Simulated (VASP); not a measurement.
# AlAs (lda) (F-43m) in VASP: a series of runs

The runs below take AlAs (lda) through single point, relaxation of cell and atoms, with LDA.

Program: VASP 6.6.1. These are calculated values, not measurements. Logs are shortened: lines on timing, memory, paths and dates and some standing lists are left out, and cuts for length are marked.

**1. The cell of the first run**

Symmetry: F-43m, No. 216, cubic system. The conventional cell has a = 5.629 Å, b = 5.629 Å, c = 5.629 Å, α = 90.00°, β = 90.00°, γ = 90.00°. Al (site symmetry -43m) has 4 As at 2.44 Å within 3.2 Å. As (site symmetry -43m) has 4 Al at 2.44 Å within 3.2 Å.

**2. Single point, LDA**

INCAR reads:

```
ALGO = Normal
EDIFF = 1E-6
ENCUT = 500
GGA_COMPAT = False
ISIF = 2
ISMEAR = 0
LASPH = True
LCHARG = True
LELF = True
LREAL = False
LVHAR = True
LWAVE = False
NBANDS = 11
NELM = 120
PREC = Accurate
SIGMA = 0.01
```

KPOINTS reads:

```
k-points
0
Gamma
  8 8 8
```

POSCAR reads:

```
AlAs
1.0
    0.0000000000      2.8144363746      2.8144363746
    2.8144363746      0.0000000000      2.8144363746
    2.8144363746      2.8144363746      0.0000000000
Al As
1 1
Direct
    0.0000000000      0.0000000000      0.0000000000
    0.2500000000      0.2500000000      0.2500000000
```

Potentials or basis: VASP PAW LDA potentials, release 64 (Al, As).

On the command line:

```
cat potpaw_LDA.64/Al/POTCAR potpaw_LDA.64/As/POTCAR > POTCAR
mpirun -np 1 vasp_std > vasp.out
```

OUTCAR:

```text
EDIFF = 1E-6
   ENCUT = 500
   ISIF = 2
   ISMEAR = 0
   LASPH = True
   LREAL = False
   NELM = 120
   PREC = Accurate

 ion  position               nearest neighbor table
   1  0.000  0.000  0.000-   2 2.44   2 2.44   2 2.44   2 2.44
   2  0.250  0.250  0.250-   1 2.44   1 2.44   1 2.44   1 2.44

  LATTYP: Found a face centered cubic cell.
 ALAT       =     5.6288727492

  Lattice vectors:

 A1 = (   0.0000000000,   2.8144363746,   2.8144363746)
 A2 = (   2.8144363746,   0.0000000000,   2.8144363746)
 A3 = (   2.8144363746,   2.8144363746,   0.0000000000)

Analysis of symmetry for initial positions (statically):
=====================================================================
 Subroutine PRICEL returns:
 Original cell was already a primitive cell.

 Routine SETGRP: Setting up the symmetry group for a
 face centered cubic supercell.

 Subroutine GETGRP returns: Found 24 space group operations
 (whereof 24 operations were pure point group operations)
 out of a pool of 48 trial point group operations.

The static configuration has the point symmetry T_d .

Analysis of symmetry for dynamics (positions and initial velocities):
=====================================================================
 Subroutine PRICEL returns:
 Original cell was already a primitive cell.

 Routine SETGRP: Setting up the symmetry group for a
 face centered cubic supercell.

 Subroutine GETGRP returns: Found 24 space group operations
 (whereof 24 operations were pure point group operations)
 out of a pool of 48 trial point group operations.

The dynamic configuration has the point symmetry T_d .

 Subroutine INISYM returns: Found 24 space group operations
 (whereof 24 operations are pure point group operations),
 and found     1 'primitive' translations

----------------------------------------------------------------------------------------

                                     Primitive cell

  volume of cell :      44.5866

  direct lattice vectors                    reciprocal lattice vectors
     0.000000000  2.814436375  2.814436375    -0.177655464  0.177655464  0.177655464
     2.814436375  0.000000000  2.814436375     0.177655464 -0.177655464  0.177655464
     2.814436375  2.814436375  0.000000000     0.177655464  0.177655464 -0.177655464

  length of vectors
     3.980214091  3.980214091  3.980214091     0.307708290  0.307708290  0.307708290

  position of ions in fractional coordinates (direct lattice)
     0.000000000  0.000000000  0.000000000
     0.250000000  0.250000000  0.250000000

[... 86 lines left out ...]
   PSTRESS=    0.0 pullay stress
   NELECT =       8.0000    total number of electrons
   NUPDOWN=      -1.0000    fix difference up-down
   EMIN   =  10.00;   EMAX   =-10.00  energy-range for DOS
   EFERMI =   0.00;   METHOD = LEGACY
   ISMEAR =     0;   SIGMA  =   0.01  broadening in eV -4-tet -1-fermi 0-gaus
   EFERMI_NEDOS =   21; number of points for ismear=-14 and -15
   IALGO  =     38    algorithm
   IMIX   =      4    mixing-type and parameters
     AMIX     =   0.40;   BMIX     =  1.00
     AMIX_MAG =   1.60;   BMIX_MAG =  1.00
  volume/ion in A,a.u.               =      22.29       150.44
  Fermi-wavevector in a.u.,A,eV,Ry     =   0.923358  1.744893 11.600188  0.852590
  Thomas-Fermi vector in A             =   2.048986
   LORBIT       =      0    0 simple, 1 ext, 2 COOP (PROOUT), +10 PAW based schemes
   GGA     = CA    functional components
   LHFCALC =     F    Hartree Fock is set to
   AEXX    =    0.0000 exact exchange contribution
   IVDW    =     0    specifies the selected vdW correction
   LEPSILON=     F    determine dielectric tensor
   LRPA    =     F    only Hartree local field effects (RPA)
 non-spin polarized calculation
 Gauss-broadening in eV      SIGMA  =   0.01
  energy-cutoff  :      500.00
  volume of cell :       44.59
 maximum number of plane-waves:      1158
 NGX is ok and might be reduce to    30
   NGX = 15   NGY = 15   NGZ = 15

 number of electron       8.0000001 magnetization

 Free energy of the ion-electron system (eV)
  ---------------------------------------------------
  ext. energy  EPLUGINS =         0.00000000
  ---------------------------------------------------
  free energy    TOTEN  =       -10.51393140 eV

  energy without entropy =      -10.51393140  energy(sigma->0) =      -10.51393140

 E-fermi :   4.0174     XC(G=0):  -9.3433

 val. band max:        3.9292895083   @ k =   0.0000   0.0000   0.0000
 cond. band min:       5.2390037483   @ k =   0.5000   0.5000   0.0000
 fundamental gap:      1.3097142400
 Fermi energy:         4.0173965629

 k-point     1 :       0.0000    0.0000    0.0000
  band No.  band energies     occupation
      1      -8.0605      2.00000
      2       3.9293      2.00000
      3       3.9293      2.00000
      4       3.9293      2.00000
      5       5.9472      0.00000
      6       8.2039      0.00000
      7       8.2039      0.00000
      8       8.2039      0.00000
      9      12.6512      0.00000
     10      12.9963      0.00000
     11      12.9963      0.00000
[... 309 lines left out ...]
 k-point    24 :      -0.3750    0.2500    0.1250
  band No.  band energies     occupation
      1      -6.3375      2.00000
      2      -1.4161      2.00000
      3       1.1743      2.00000
      4       2.3519      2.00000
      5       7.5563      0.00000
      6       8.1084      0.00000
      7      10.6134      0.00000
      8      11.5565      0.00000
      9      12.2657      0.00000
     10      14.9221      0.00000
     11      16.2002      0.00000

 [... further k-points ...]

------------------------ aborting loop because EDIFF is reached ----------------------------------------

  FORCE on cell =-STRESS in cart. coord.  units (eV):
  Direction    XX          YY          ZZ          XY          YZ          ZX
  --------------------------------------------------------------------------------------
  -------------------------------------------------------------------------------------
  Total        0.1005295      0.1005295      0.1005295      0.0000000      0.0000000      0.0000000
  in kB        3.6124336      3.6124336      3.6124336      0.0000000      0.0000000      0.0000000
  external PRESSURE =       3.6124336 kB  Pullay stress =       0.0000000 kB

 VOLUME and BASIS-vectors are now :
 -----------------------------------------------------------------------------
  energy-cutoff  :      500.00
  volume of cell :       44.59
      direct lattice vectors                 reciprocal lattice vectors
     0.000000000  2.814436375  2.814436375    -0.177655464  0.177655464  0.177655464
     2.814436375  0.000000000  2.814436375     0.177655464 -0.177655464  0.177655464
     2.814436375  2.814436375  0.000000000     0.177655464  0.177655464 -0.177655464

 POSITION                                       TOTAL-FORCE (eV/Angst)
 -----------------------------------------------------------------------------------
      0.00000      0.00000      0.00000        -0.000000     -0.000000     -0.000000
      1.40722      1.40722      1.40722         0.000000      0.000000      0.000000
 -----------------------------------------------------------------------------------
    total drift:                                0.000000      0.000000      0.000000

  FREE ENERGIE OF THE ION-ELECTRON SYSTEM (eV)
  ---------------------------------------------------
  free  energy   TOTEN  =       -10.5139314017 eV

  energy  without entropy=      -10.5139314017  energy(sigma->0) =      -10.51393140
```

stdout:

```text
POSCAR found type information on POSCAR AlAs
 POSCAR found :  2 types and       2 ions
 scaLAPACK will be used
 LDA part: xc-table for (Slater(with rela. corr.)+CA(PZ))
 , standard interpolation
 POSCAR, INCAR and KPOINTS ok, starting setup
 FFT: planning ... GRIDC
 FFT: planning ... GRID_SOFT
 FFT: planning ... GRID
 WAVECAR not read
 entering main loop
```

It took 8.2 s on 1 thread of Intel Xeon Platinum 8559C (Emerald Rapids), shared host; peak memory 0.15 GiB.

Results:

```yaml
Free_energy: -10.5139 eV
Pressure: 0.4 GPa
Band_gap_on_the_k_mesh: 1.31 eV, indirect (least direct gap 2.02 eV)
```

**3. Relaxation of cell and atoms, LDA**

This run uses another cell than the first one, of 22.68 Å³/atom, 1.017 times its volume.

INCAR reads:

```
SYSTEM = AlAs
ALGO     = Normal         ! electronic algorithm
EDIFF    = 1E-7           ! SCF threshold, eV
EDIFFG   = -0.002         ! ionic threshold
ENCUT    = 500            ! plane-wave cutoff, eV
GGA_COMPAT= .FALSE.      
IBRION   = 2              ! ionic algorithm
ISIF     = 3              ! what is computed and relaxed
ISMEAR   = 0              ! smearing method
LASPH    = .TRUE.         ! aspherical terms in the spheres
LCHARG   = .FALSE.        ! write CHGCAR
LREAL    = .FALSE.        ! projectors in reciprocal space
LWAVE    = .FALSE.        ! write WAVECAR
NELM     = 120            ! most SCF steps
NELMIN   = 4            
NSW      = 100            ! ionic steps
PREC     = Accurate       ! precision mode
SIGMA    = 0.02           ! smearing width, eV
```

KPOINTS reads:

```
k-points
0
G
  8 8 8
  0 0 0
```

POSCAR reads:

```
AlAs
1.0
    0.0000000000      2.8305000000      2.8305000000
    2.8305000000      0.0000000000      2.8305000000
    2.8305000000      2.8305000000      0.0000000000
Al As
1 1
Direct
    0.0000000000      0.0000000000      0.0000000000
    0.2500000000      0.2500000000      0.2500000000
```

Potentials or basis: VASP PAW LDA potentials, release 64 (Al, As).

On the command line:

```
cat potpaw_LDA.64/Al/POTCAR potpaw_LDA.64/As/POTCAR > POTCAR
mpirun -np 1 vasp_std > vasp.out
```

Wall time 12 s (1 thread of Intel Xeon Platinum 8559C (Emerald Rapids), shared host); peak memory 0.15 GiB.

It converged, with:

* Free energy: -10.5142 eV
* Relaxed volume: 22.40 Å³/atom
* Relaxed cell: a = 3.986 Å, b = 3.986 Å, c = 3.986 Å, α = 60.00°, β = 60.00°, γ = 60.00°
* Space group after relaxing (to 0.05 Å): F-43m (No. 216)
* Energy gained by relaxing: 0.8 meV/atom
* Ionic steps: 3
* Pressure after relaxing: 0.0 GPa
* Band gap on the k mesh: 1.32 eV, indirect (least direct gap 1.98 eV)

Step by step:
```tsv
step	energy change (eV)	largest force (eV/Å)	pressure (GPa)	volume (Å³)
1	0.0000	0.0000	-0.92	45.35
2	-0.0012	0.0000	0.50	44.51
3	-0.0016	0.0000	0.00	44.80
```

Final structure:
```xyz
2
Lattice="0.0000 2.8189 2.8189 2.8189 0.0000 2.8189 2.8189 2.8189 0.0000" Properties=species:S:1:pos:R:3 pbc="T T T"
Al    0.0000    0.0000    0.0000
As    1.4094    1.4094    1.4094
```

Levels at points of the mesh, in eV from the valence-band top:
```csv
k point,band 2,band 3,band 4,band 5,band 6,band 7
"(0.00, 0.00, 0.00)",0.00,0.00,0.00,1.98,4.27,4.27
"(0.50, 0.00, 0.00)",-5.65,-0.83,-0.83,2.07,4.64,4.64
"(0.50, 0.50, 0.00)",-5.49,-2.20,-2.20,1.32,2.20,10.30
```

A k mesh can miss the band edges. LDA gaps usually lie below the measured ones, often by a third to a half.
